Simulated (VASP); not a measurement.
Crystal: BiTe.

```
Bi Te
1.0
     2.42271    1.39875    3.31729
    -2.42271    1.39875    3.31729
     0.00000   -2.79750    3.31729
Bi Te
1 1
Direct
  0.50000 0.50000 0.50000
  0.00000 0.00000 0.00000
```

* Program: VASP 6.6.1
* Task: relaxation of cell and atoms
* Functional: revPBE
* Dispersion: D4
* Potentials or basis: VASP PAW PBE potentials, release 64 (Bi_d, Te)
* Cutoff: 600 eV
* k mesh: 7 × 7 × 7
* Occupations: fermi-dirac, width 0.05 eV
* Spin: no spin polarisation

At the start: pressure -2.5 GPa; volume 33.72 Å³/atom.

Problem. How do energy, volume and symmetry change on relaxing?

Solution. Over 13 steps the energy falls by 18.3 meV/atom and the volume is 31.61 Å³/atom (-6.3 %); space group R-3m (No. 166, to 0.05 Å).

Step by step:
| step | energy change (eV) | largest force (eV/Å) | pressure (GPa) | volume (Å³) |
| --- | --- | --- | --- | --- |
| 1 | 0.0000 | 0.0000 | -2.45 | 67.45 |
| 2 | -0.0202 | 0.0000 | 1.46 | 62.54 |
| 3 | -0.0269 | 0.0000 | 0.02 | 64.10 |
| 4 | -0.0294 | 0.0000 | 0.02 | 63.98 |
| 5 | -0.0347 | 0.0000 | 0.01 | 63.60 |
| 6 | -0.0337 | 0.0000 | -0.10 | 62.72 |
| 7 | -0.0365 | 0.0000 | -0.04 | 63.28 |
| 8 | -0.0366 | 0.0000 | -0.06 | 63.19 |
| 9 | -0.0366 | 0.0000 | -0.04 | 63.21 |
| 10 | -0.0366 | 0.0000 | -0.04 | 63.24 |
| 11 | -0.0366 | 0.0000 | 0.06 | 63.11 |
| 12 | -0.0366 | 0.0000 | 0.07 | 63.16 |
| 13 | -0.0366 | 0.0000 | 0.02 | 63.21 |

Final structure:
```
Bi Te
1.0
     2.42391    1.39944    3.10579
    -2.42391    1.39944    3.10579
     0.00000   -2.79889    3.10579
Bi Te
1 1
Direct
  0.50000 0.50000 0.50000
  0.00000 0.00000 0.00000
```

Caveat: the PAW data sets were made with another functional, which shifts forces and pressure a little; pairwise dispersion overbinds metals, which lowers pressure and volume.
